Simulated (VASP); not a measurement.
# Zr12HC12 in VASP: a series of runs

Runs on Zr12HC12. Level: PBE. Tasks: single point.

Program: VASP 6.6.1. These are calculated values, not measurements. Logs are shortened: lines on timing, memory, paths and dates and some standing lists are left out, and cuts for length are marked.

**1. The cell of the first run**

The cell holds a slab with vacuum, 25 atoms: a = 6.659 Å, b = 6.659 Å, c = 20.114 Å, α = 90.00°, β = 90.00°, γ = 90.00°.

**2. Single point, PBE**

INCAR reads:

```
SYSTEM = Zr12HC12
PREC = Accurate
ENCUT = 520
EDIFF = 1E-6
ISMEAR = 0
SIGMA = 0.1
LREAL = Auto
LASPH = .True.
NELM = 100
ALGO = Normal
ISIF = 2
LWAVE = .False.
LCHARG = .False.
LDIPOL = .True.
IDIPOL = 3
DIPOL = 0.5 0.5 0.319
GGA = PE
NBANDS = 114
```

KPOINTS reads:

```
regular mesh
0
Gamma
  4 4 1
  0 0 0
```

POSCAR reads:

```
Zr12HC12
1.0
    6.6589726739      0.0000000000      0.0000000000
    0.0000000000      6.6589726739      0.0000000000
    0.0000000000      0.0000000000     20.1141117803
Zr C H
12 12 1
Direct
    0.0000000000      0.0000000000      0.1988653560
    0.0000000000      0.5000000000      0.1988653560
    0.5000000000      0.0000000000      0.1988653560
    0.5000000000      0.5000000000      0.1988653560
    0.2500000000      0.2500000000      0.3124377509
    0.2500000000      0.7500000000      0.3124377509
    0.7500000000      0.2500000000      0.3124377509
    0.7500000000      0.7500000000      0.3124377509
    0.0000000000      0.0000000000      0.4247693893
    0.0000000000      0.5000000000      0.4247693893
    0.5000000000      0.0000000000      0.4247693893
    0.5000000000      0.5000000000      0.4247693893
    0.2500000000      0.2500000000      0.1988653560
    0.2500000000      0.7500000000      0.1988653560
    0.7500000000      0.2500000000      0.1988653560
    0.7500000000      0.7500000000      0.1988653560
    0.0000000000      0.0000000000      0.3121361490
    0.0000000000      0.5000000000      0.3121361490
    0.5000000000      0.0000000000      0.3121361490
    0.5000000000      0.5000000000      0.3121361490
    0.2500000000      0.2500000000      0.4282621015
    0.2500000000      0.7500000000      0.4282621015
    0.7500000000      0.2500000000      0.4282621015
    0.7500000000      0.7500000000      0.4282621015
    0.3125000000      0.3750000000      0.4734552313
```

Potentials or basis: VASP PAW PBE potentials, release 64 (Zr_sv, C, H).

On the command line:

```
cat potpaw_PBE.64/Zr_sv/POTCAR potpaw_PBE.64/C/POTCAR potpaw_PBE.64/H/POTCAR > POTCAR
mpirun -np 1 vasp_std > vasp.out
```

OUTCAR:

```text
SYSTEM = Zr12HC12
   PREC = Accurate
   ENCUT = 520
   EDIFF = 1E-6
   ISMEAR = 0
   LREAL = Auto
   LASPH = .True.
   NELM = 100
   ISIF = 2
   GGA = PE

 ion  position               nearest neighbor table
   1  0.000  0.000  0.199-  17 2.28  14 2.35  15 2.35  16 2.35  13 2.35   6 3.28   7 3.28   8 3.28
                             5 3.28   3 3.33   2 3.33   2 3.33   3 3.33
   2  0.000  0.500  0.199-  18 2.28  14 2.35  15 2.35  16 2.35  13 2.35   6 3.28   7 3.28   8 3.28
                             5 3.28   4 3.33   1 3.33   1 3.33   4 3.33
   3  0.500  0.000  0.199-  19 2.28  14 2.35  15 2.35  16 2.35  13 2.35   6 3.28   7 3.28   8 3.28
                             5 3.28   4 3.33   1 3.33   4 3.33   1 3.33
   4  0.500  0.500  0.199-  20 2.28  14 2.35  15 2.35  16 2.35  13 2.35   6 3.28   7 3.28   8 3.28
                             5 3.28   3 3.33   2 3.33   3 3.33   2 3.33
   5  0.250  0.250  0.312-  13 2.28  21 2.33  18 2.35  19 2.35  20 2.35  17 2.35  11 3.26  12 3.26
                             9 3.26  10 3.26   3 3.28   4 3.28   1 3.28   2 3.28   6 3.33   7 3.33
   6  0.250  0.750  0.312-  14 2.28  22 2.33  18 2.35  19 2.35  20 2.35  17 2.35  11 3.26  12 3.26
                             9 3.26  10 3.26   3 3.28   4 3.28   1 3.28   2 3.28   5 3.33   8 3.33
   7  0.750  0.250  0.312-  15 2.28  23 2.33  18 2.35  19 2.35  20 2.35  17 2.35  11 3.26  12 3.26
                             9 3.26  10 3.26   3 3.28   4 3.28   1 3.28   2 3.28   5 3.33   8 3.33
   8  0.750  0.750  0.312-  16 2.28  24 2.33  18 2.35  19 2.35  20 2.35  17 2.35  11 3.26  12 3.26
                             9 3.26  10 3.26   3 3.28   4 3.28   1 3.28   2 3.28   6 3.33   7 3.33
   9  0.000  0.000  0.425-  17 2.27  21 2.36  22 2.36  23 2.36  24 2.36   6 3.26   7 3.26   8 3.26
                             5 3.26  11 3.33  10 3.33  10 3.33  11 3.33
  10  0.000  0.500  0.425-  18 2.27  21 2.36  22 2.36  23 2.36  24 2.36   6 3.26   7 3.26   8 3.26
                             5 3.26  12 3.33   9 3.33   9 3.33  12 3.33
  11  0.500  0.000  0.425-  19 2.27  21 2.36  22 2.36  23 2.36  24 2.36   6 3.26   7 3.26   8 3.26
                             5 3.26  12 3.33   9 3.33  12 3.33   9 3.33
  12  0.500  0.500  0.425-  25 1.79  20 2.27  22 2.36  23 2.36  24 2.36  21 2.36   7 3.26   8 3.26
                             5 3.26   6 3.26  10 3.33  11 3.33  11 3.33  10 3.33
  13  0.250  0.250  0.199-   5 2.28   2 2.35   3 2.35   4 2.35   1 2.35
  14  0.250  0.750  0.199-   6 2.28   2 2.35   3 2.35   4 2.35   1 2.35
  15  0.750  0.250  0.199-   7 2.28   2 2.35   3 2.35   4 2.35   1 2.35
  16  0.750  0.750  0.199-   8 2.28   2 2.35   3 2.35   4 2.35   1 2.35
  17  0.000  0.000  0.312-   9 2.27   1 2.28   6 2.35   7 2.35   8 2.35   5 2.35
  18  0.000  0.500  0.312-  10 2.27   2 2.28   6 2.35   7 2.35   8 2.35   5 2.35
  19  0.500  0.000  0.312-  11 2.27   3 2.28   6 2.35   7 2.35   8 2.35   5 2.35
  20  0.500  0.500  0.312-  12 2.27   4 2.28   6 2.35   7 2.35   8 2.35   5 2.35
  21  0.250  0.250  0.428-  25 1.30   5 2.33  10 2.36  11 2.36  12 2.36   9 2.36
  22  0.250  0.750  0.428-   6 2.33   9 2.36  10 2.36  11 2.36  12 2.36
  23  0.750  0.250  0.428-   7 2.33   9 2.36  10 2.36  11 2.36  12 2.36
  24  0.750  0.750  0.428-   8 2.33   9 2.36  10 2.36  11 2.36  12 2.36
  25  0.312  0.375  0.473-  21 1.30  12 1.79

  LATTYP: Found a simple tetragonal cell.
 ALAT       =     6.6589726739
 C/A-ratio  =     3.0206028415

  Lattice vectors:

 A1 = (   6.6589726739,   0.0000000000,   0.0000000000)
 A2 = (   0.0000000000,   6.6589726739,   0.0000000000)
 A3 = (   0.0000000000,   0.0000000000,  20.1141117803)

Analysis of symmetry for initial positions (statically):
=====================================================================
 Subroutine PRICEL returns:
 Original cell was already a primitive cell.

 Routine SETGRP: Setting up the symmetry group for a
 simple tetragonal supercell.

 Subroutine GETGRP returns: Found  1 space group operations
 (whereof  1 operations were pure point group operations)
 out of a pool of 16 trial point group operations.

The static configuration has the point symmetry C_1 .

Analysis of symmetry for dynamics (positions and initial velocities):
=====================================================================
 Subroutine PRICEL returns:
 Original cell was already a primitive cell.

 Routine SETGRP: Setting up the symmetry group for a
 simple tetragonal supercell.

 Subroutine GETGRP returns: Found  1 space group operations
 (whereof  1 operations were pure point group operations)
 out of a pool of 16 trial point group operations.

The dynamic configuration has the point symmetry C_1 .

 Subroutine INISYM returns: Found  1 space group operations
 (whereof  1 operations are pure point group operations),
 and found     1 'primitive' translations

----------------------------------------------------------------------------------------

                                     Primitive cell

  volume of cell :     891.8983

  direct lattice vectors                    reciprocal lattice vectors
     6.658972674  0.000000000  0.000000000     0.150173315  0.000000000  0.000000000
     0.000000000  6.658972674  0.000000000     0.000000000  0.150173315  0.000000000
     0.000000000  0.000000000 20.114111780     0.000000000  0.000000000  0.049716339
[... 60 lines left out ...]

 KPOINTS: regular mesh

Automatic generation of k-mesh.
 Grid dimensions read from file:
 generate k-points for:    4    4    1

 Generating k-lattice:

  Cartesian coordinates                     Fractional coordinates (reciprocal lattice)
     0.037543329  0.000000000  0.000000000     0.250000000  0.000000000  0.000000000
     0.000000000  0.037543329  0.000000000     0.000000000  0.250000000  0.000000000
     0.000000000  0.000000000  0.049716339     0.000000000  0.000000000  1.000000000

  Length of vectors
     0.037543329  0.037543329  0.049716339

  Shift w.r.t. Gamma in fractional coordinates (k-lattice)
     0.000000000  0.000000000  0.000000000

 Subroutine IBZKPT returns following result:
 ===========================================

 Found     10 irreducible k-points:

 Following reciprocal coordinates:
            Coordinates               Weight
  0.000000  0.000000  0.000000      1.000000
  0.250000  0.000000  0.000000      2.000000
  0.000000  0.250000  0.000000      2.000000
  0.500000  0.000000  0.000000      1.000000
  0.000000  0.500000  0.000000      1.000000
  0.250000  0.250000  0.000000      2.000000
 -0.250000  0.250000  0.000000      2.000000
  0.500000  0.250000  0.000000      2.000000
 -0.250000  0.500000  0.000000      2.000000
  0.500000  0.500000  0.000000      1.000000
   k-points           NKPTS =     10   k-points in BZ     NKDIM =     10   number of bands    NBANDS=    114
   number of dos      NEDOS =    301   number of ions     NIONS =     25
   total plane-waves  NPLWV = 375000
   dimension x,y,z NGX =    50 NGY =   50 NGZ =  150
   dimension x,y,z NGXF=   100 NGYF=  100 NGZF=  300
   ions per type =              12  12   1
   NGX,Y,Z   is equivalent  to a cutoff of  12.48, 12.48, 12.40 a.u.
   NGXF,Y,Z  is equivalent  to a cutoff of  24.97, 24.97, 24.80 a.u.
 SYSTEM =  Zr12HC12
   PREC   = accura    normal or accurate (medium, high low for compatibility)
   ISTART =      0    job   : 0-new  1-cont  2-samecut
   ICHARG =      2    charge: 1-file 2-atom 10-const
   ISPIN  =      1    spin polarized calculation?
   LNONCOLLINEAR =      F non collinear calculations
   LSORBIT =      F    spin-orbit coupling
   LASPH  =      T    aspherical Exc in radial PAW
   ENCUT  =  520.0 eV  38.22 Ry    6.18 a.u.  12.38 12.38 37.40*2*pi/ulx,y,z
   NELM   =    100;   NELMIN=  2; NELMDL= -5     # of ELM steps
   EDIFF  = 0.1E-05   stopping-criterion for ELM
   LREAL  =      T    real-space projection
   EDIFFG = 0.1E-04   stopping-criterion for IOM
   NSW    =      0    number of steps for IOM
   IBRION =     -1    ionic relax: 0-MD 1-quasi-New 2-CG
   NFREE  =      0    steps in history (QN), initial steepest desc. (CG)
   ISIF   =      2    stress and relaxation
   ISYM   =      2    0-nonsym 1-usesym 2-fastsym
   POTIM  = 0.5000    time-step for ionic-motion
   TEBEG  =    0.0;   TEEND  =   0.0 temperature during run
   PSTRESS=    0.0 pullay stress
   NELECT =     193.0000    total number of electrons
   NUPDOWN=      -1.0000    fix difference up-down
   EMIN   =  10.00;   EMAX   =-10.00  energy-range for DOS
   EFERMI =   0.00;   METHOD = LEGACY
   ISMEAR =     0;   SIGMA  =   0.10  broadening in eV -4-tet -1-fermi 0-gaus
   EFERMI_NEDOS =   21; number of points for ismear=-14 and -15
   IALGO  =     38    algorithm
   IMIX   =      4    mixing-type and parameters
     AMIX     =   0.40;   BMIX     =  1.00
     AMIX_MAG =   1.60;   BMIX_MAG =  1.00
  volume/ion in A,a.u.               =      35.68       240.75
  Fermi-wavevector in a.u.,A,eV,Ry     =   0.982854  1.857324 13.143244  0.966001
  Thomas-Fermi vector in A             =   2.113968
   LORBIT       =      0    0 simple, 1 ext, 2 COOP (PROOUT), +10 PAW based schemes
   GGA     = PE    functional components
   LHFCALC =     F    Hartree Fock is set to
   AEXX    =    0.0000 exact exchange contribution
   IVDW    =     0    specifies the selected vdW correction
   LEPSILON=     F    determine dielectric tensor
   LRPA    =     F    only Hartree local field effects (RPA)
 non-spin polarized calculation
 Gauss-broadening in eV      SIGMA  =   0.10
  energy-cutoff  :      520.00
  volume of cell :      891.90
 maximum number of plane-waves:     24115
 NGX is ok and might be reduce to    50
   NGX = 25   NGY = 25   NGZ = 75

 dipolmoment           0.000000      0.000000      0.142968 electrons x Angstroem

 number of electron     192.9999999 magnetization

 dipolmoment           0.000000      0.000000     -0.025952 electrons x Angstroem

 Free energy of the ion-electron system (eV)
  ---------------------------------------------------
  ext. energy  EPLUGINS =         0.00000000
  ---------------------------------------------------
  free energy    TOTEN  =      -227.63918463 eV

  energy without entropy =     -227.61930883  energy(sigma->0) =     -227.62924673

 E-fermi :   1.1731     XC(G=0):  -5.1282

 val. band max:        1.1295538680   @ k =   0.2500   0.2500   0.0000
 cond. band min:       1.2664211370   @ k =   0.5000   0.2500   0.0000
 fundamental gap:      0.1368672691
 Fermi energy:         1.1731262877

 k-point     1 :       0.0000    0.0000    0.0000
  band No.  band energies     occupation
      1     -47.2960      2.00000
      2     -47.2471      2.00000
      3     -47.2104      2.00000
      4     -47.1878      2.00000
      5     -47.1520      2.00000
      6     -47.1469      2.00000
[... 1099 lines left out ...]
    107       3.7748      0.00000
    108       3.8066      0.00000
 [bands above 108 left out]

------------------------ aborting loop because EDIFF is reached ----------------------------------------

 vacuum level on the upper side and lower side of the slab       (xc-potential included)        -0.197        -0.087

  FORCE on cell =-STRESS in cart. coord.  units (eV):
  Direction    XX          YY          ZZ          XY          YZ          ZX
  --------------------------------------------------------------------------------------
  -------------------------------------------------------------------------------------
  Total       -9.2050229    -11.4400927     -0.5953654      0.3820601     -2.7373300     -2.6899152
  in kB      -16.5356066    -20.5506139     -1.0694952      0.6863205     -4.9172515     -4.8320770
  external PRESSURE =     -12.7185719 kB  Pullay stress =       0.0000000 kB

 VOLUME and BASIS-vectors are now :
 -----------------------------------------------------------------------------
  energy-cutoff  :      520.00
  volume of cell :      891.90
      direct lattice vectors                 reciprocal lattice vectors
     6.658972674  0.000000000  0.000000000     0.150173315  0.000000000  0.000000000
     0.000000000  6.658972674  0.000000000     0.000000000  0.150173315  0.000000000
     0.000000000  0.000000000 20.114111780     0.000000000  0.000000000  0.049716339

 POSITION                                       TOTAL-FORCE (eV/Angst)
 -----------------------------------------------------------------------------------
      0.00000      0.00000      4.00000         0.001811     -0.004681      0.617187
      0.00000      3.32949      4.00000         0.016688     -0.034003      0.672204
      3.32949      0.00000      4.00000        -0.030138     -0.007067      0.638408
      3.32949      3.32949      4.00000        -0.025545     -0.019749      0.736716
      1.66474      1.66474      6.28441         0.103268      0.171457     -0.612473
      1.66474      4.99423      6.28441        -0.012650     -0.033742     -0.101838
[... 17 lines left out ...]
      4.99423      4.99423      8.61411         0.077150      0.021005      0.085454
      2.08093      2.49711      9.52313        -2.560490     -2.354015      0.011371
 -----------------------------------------------------------------------------------
    total drift:                               -0.000047     -0.000601     -0.045290

  FREE ENERGIE OF THE ION-ELECTRON SYSTEM (eV)
  ---------------------------------------------------
  free  energy   TOTEN  =      -227.6391846284 eV

  energy  without entropy=     -227.6193088310  energy(sigma->0) =     -227.62924673

 vacuum level on the upper side and lower side of the slab         4.484         4.595
```

Wall time 23 min (1 thread of Intel Xeon 6975P-C (Granite Rapids), shared host); peak memory 1.1 GiB.

Results:

| Property | Result |
| --- | --- |
| Free energy | -227.6392 eV |
| Largest force | 3.478 eV/Å |
| Band gap on the k mesh | zero (an odd number of electrons rules out a gap without spin polarisation) |

Forces in eV/Å, atoms in the order of the input:
```
Zr   0.002 -0.005  0.617
Zr   0.017 -0.034  0.672
Zr  -0.030 -0.007  0.638
Zr  -0.026 -0.020  0.737
Zr   0.103  0.171 -0.612
Zr  -0.013 -0.034 -0.102
Zr  -0.009 -0.037 -0.093
Zr  -0.012  0.003 -0.023
Zr  -0.533 -0.442 -0.166
Zr  -0.516  0.585 -0.208
Zr   0.615 -0.523 -0.248
Zr   2.224  1.588 -1.691
C    0.020  0.022 -0.593
C    0.023  0.043 -0.653
C    0.024  0.031 -0.651
C    0.025  0.042 -0.597
C    0.056  0.065  0.250
C    0.014 -0.042  0.218
C   -0.044  0.040  0.228
C   -0.101 -0.088  0.094
C    0.628  0.855  1.831
C   -0.005  0.130  0.135
C    0.022 -0.010  0.121
C    0.077  0.021  0.085
H   -2.560 -2.354  0.011
```

(Part 1 of 2 ends here.)

The gap in the log of VASP goes by the Fermi energy; the results here count the filled bands.